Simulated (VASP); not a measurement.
Wanted: the native input for a VASP 6.6.1 run.

```yaml
Task: single point
Functional: PBEsol
Potentials_or_basis: VASP PAW PBE potentials, release 64 (Ge_d, Ga_d)
Cutoff: 520 eV
k_mesh: 7 × 7 × 7
Occupations: fermi-dirac, width 0.05 eV
Spin: no spin polarisation
Dipole_correction: no
Further_INCAR_settings: ALGO = Normal; EDIFF = 1e-07; NBANDS = 36
```

The structure of GaGe3 lies in POSCAR:

```
GaGe3
1.0
    0.0000000000      3.3190392038      3.3190392038
    3.3190392038      0.0000000000      3.3190392038
    3.3190392038      3.3190392038      0.0000000000
Ge Ga
3 1
Direct
    0.5000000000      0.5000000000      0.5000000000
    0.7500000000      0.7500000000      0.7500000000
    0.2500000000      0.2500000000      0.2500000000
    0.0000000000      0.0000000000      0.0000000000
```

The input as run:

INCAR

```
PREC = Accurate
ENCUT = 520
EDIFF = 1E-7
ISMEAR = -1
SIGMA = 0.05
LREAL = False
LASPH = True
NELM = 80
ALGO = Normal
ISIF = 2
LWAVE = False
LCHARG = False
GGA = PS
NBANDS = 36
```

KPOINTS

```
regular mesh
0
Gamma
  7 7 7
```

Potentials or basis: VASP PAW PBE potentials, release 64 (Ge_d, Ga_d).

Launch:

```bash
$ cat potpaw_PBE.64/Ge_d/POTCAR potpaw_PBE.64/Ga_d/POTCAR > POTCAR
$ mpirun -np 1 vasp_std > vasp.out
```

It gave:

* Pressure: 0.0 GPa
* Band gap on the k mesh: zero (an odd number of electrons rules out a gap without spin polarisation)

Caveat: the PAW data sets were made with another functional, which shifts forces and pressure a little.

It took 52 s on 1 thread of Intel(R) Xeon(R) Platinum 8375C CPU @ 2.90GHz (Ice Lake), on a shared host, peak memory 0.22 GiB.
